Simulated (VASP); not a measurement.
Wanted: the native input for a VASP 6.6.1 run.

```
Task                   : single point
Functional             : PBE
Potentials or basis    : VASP PAW PBE potentials, release 64 (Li_sv, H)
Cutoff                 : 520 eV
k mesh                 : 1 × 1 × 1
Occupations            : gaussian, width 0.01 eV
Spin                   : collinear spin
Starting moments       : [0.5, 0.0, 0.5, 0.0, 0.0, 0.0, 0.5, 0.0, 0.5, 0.0, 0.0, 0.5, 0.0, 0.0, 0.0, 0.5, 0.0, 0.0, 0.0, 0.0, 0.0, 0.0, 0.0, 0.0, 0.0, 0.0, 0.0, 0.0, 0.0, 0.0, 0.0] μB
Dipole correction      : no
Further INCAR settings : LREAL = Auto; ALGO = Normal; EDIFF = 1e-06; NBANDS = 56
```

The structure of Li16H15 (a cell with a defect) lies in POSCAR:

```
Li16H15
1.0
   -4.0071000518      4.0071000518     -4.0071000518
    4.0071000518     -4.0071000518     -4.0071000518
   -4.0071000518     -4.0071000518      4.0071000518
Li H
16 15
Direct
    0.0034840209      0.2500000000      0.7534840209
    0.7500000000      0.2500000000      1.0000000000
    0.4965159791      0.2500000000      0.2465159791
    0.2500000000      0.0000000000      0.7500000000
    0.2500000000      0.2500000000      0.5000000000
    1.0000000000      1.0000000000      1.0000000000
    0.7500000000     -0.0034840209      0.2465159791
    0.5000000000      0.7500000000      0.7500000000
    0.4965159791     -0.0034840209      0.5000000000
    0.2500000000      0.7500000000      1.0000000000
    0.0000000000      0.7500000000      0.2500000000
    0.7500000000      0.5034840209      0.7534840209
    0.7500000000      0.7500000000      0.5000000000
    0.5000000000      0.5000000000      1.0000000000
    0.2500000000      0.5000000000      0.2500000000
    0.0034840209      0.5034840209      0.5000000000
    0.4998360125      0.2500000000      0.7501639875
    0.2500000000      0.2500000000      0.0000000000
    0.0001639875     -0.0001639875      0.5000000000
    0.0001639875      0.2500000000      0.2498360125
    0.7500000000     -0.0001639875      0.7501639875
    0.4998360125     -0.0001639875     -0.0003279750
    0.2500000000      0.7500000000      0.5000000000
    0.2496720250     -0.0001639875      0.2498360125
    0.0001639875      0.7503279750      0.7501639875
    0.7500000000      0.7500000000      0.0000000000
    0.4998360125      0.5001639875      0.5000000000
    0.4998360125      0.7496720250      0.2498360125
    0.2503279750      0.5001639875      0.7501639875
    0.0001639875      0.5001639875      0.0003279750
    0.7500000000      0.5001639875      0.2498360125
```

This cell differs from its parent crystal: atoms taken out, then relaxed in part.

These files were run (other wordings do the same):

INCAR

```
SYSTEM = Li16H15
  PREC = Accurate
  ENCUT = 520
  EDIFF = 1E-6
  ISMEAR = 0
  SIGMA = 0.01
  LREAL = Auto
  LASPH = .True.
  NELM = 150
  ALGO = Normal
  ISIF = 2
  LWAVE = .False.
  LCHARG = .False.
  ISPIN = 2
  MAGMOM = 0.5 0 0.5 0 0 0 0.5 0 0.5 0 0 0.5 0 0 0 0.5 0 0 0 0 0 0 0 0 0 0 0 0 0 0 0
  LORBIT = 11
  GGA = PE
  NBANDS = 56
```

KPOINTS

```
regular mesh
0
Gamma
  1 1 1
  0 0 0
```

Potentials or basis: VASP PAW PBE potentials, release 64 (Li_sv, H).

Launch:

```sh
$ cat potpaw_PBE.64/Li_sv/POTCAR potpaw_PBE.64/H/POTCAR > POTCAR
$ mpirun -np 1 vasp_gam > vasp.out
```

Results of the run:

The largest force is 0.005 eV/Å. The band gap on the k mesh is 0.76 eV and the net moment is 1.00 μB per cell. The site moments are Li +0.01, +0.00 (each value once); H +0.00, +0.02 (each value once) μB and the valence electrons inside the program's atomic spheres are Li 2.08; H 0.55.

Caveat: the k points lie up to 1.11 Å⁻¹ apart; the cell differs from its parent crystal (atoms taken out, then relaxed in part).

It took 2 min on 1 thread of Intel(R) Xeon(R) Platinum 8259CL CPU @ 2.50GHz (Skylake/Cascade Lake), with other jobs on the host, peak memory 0.46 GiB.
